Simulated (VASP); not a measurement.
Be2C, 3 atoms in the cell. It takes space group Fm-3m (No. 225, cubic). Conventional cell: a = 4.245 Å, b = 4.245 Å, c = 4.245 Å, α = 90.00°, β = 90.00°, γ = 90.00°. Within 2.4 Å of Be (site symmetry -43m) lie 4 C at 1.84 Å and 6 Be at 2.12 Å. Within 2.4 Å of C (site symmetry m-3m) lie 8 Be at 1.84 Å. 

```yaml
Program: VASP 6.6.1
Task: single point
Functional: LDA
Potentials_or_basis: VASP PAW LDA potentials, release 64 (Be, C)
Cutoff: 600 eV
k_mesh: 10 × 10 × 10
Occupations: gaussian, width 0.05 eV
Spin: no spin polarisation
Dipole_correction: no
Further_INCAR_settings: ALGO = Normal; EDIFF = 1e-06; NBANDS = 11
```

Potentials or basis: VASP PAW LDA potentials, release 64 (Be, C).

Run with:

```sh
$ cat potpaw_LDA.64/Be/POTCAR potpaw_LDA.64/C/POTCAR > POTCAR
$ mpirun -np 1 vasp_std > vasp.out
```

Hardware: 1 thread of Intel Xeon 8259CL, with other jobs on the host.

Estimate the wall time of this run.

Run time: 7.6 s on 1 thread of Intel Xeon 8259CL, with other jobs on the host, peak memory 0.13 GiB. Counts: scf iterations 11, k points 47.
